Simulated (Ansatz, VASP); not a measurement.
## MgS in VASP and in Ansatz

```
Mg S
1.0
     6.29141    0.00000    0.00000
    -3.14571    5.44852    0.00000
     0.00000    0.00000    4.45478
Mg S
1 1
Direct
  0.00000 0.00000 0.00000
  0.00000 0.00000 0.50000
```

Alike in both runs: functional PBE; k mesh 6 × 6 × 6; occupations gaussian, width 0.02 eV; no spin polarisation.

Ansatz relaxed the structure, and its values are those at the end. VASP's run is a single point on that final structure, the one shown.

|  | VASP | Ansatz |
| --- | --- | --- |
| version | VASP 6.6.1 | Ansatz 0.2.0 |
| potentials or method | VASP PAW PBE potentials, release 64 (Mg, S), cutoff 520 eV | scalar-relativistic, plane waves, PAW |
| valence electrons in the cell | 8 | 16 |

|  | VASP | Ansatz | Ansatz less VASP |
| --- | --- | --- | --- |
| gap on the k mesh at the Fermi level (eV) | 2.37 | 2.37 | -0.001 |
| least direct gap on the mesh (eV) | 2.66 | 2.66 | 0.000 |
| pressure (GPa) | 0.0 | 0.0 | +0.01 |

The functional is the same, so the differences come from potentials, cutoffs and numerics. VASP's potentials hold 8 valence electrons a cell and Ansatz's 16, so a difference there can come from the potentials and not from the codes. Ansatz's warnings: xc potential rough in thin density.
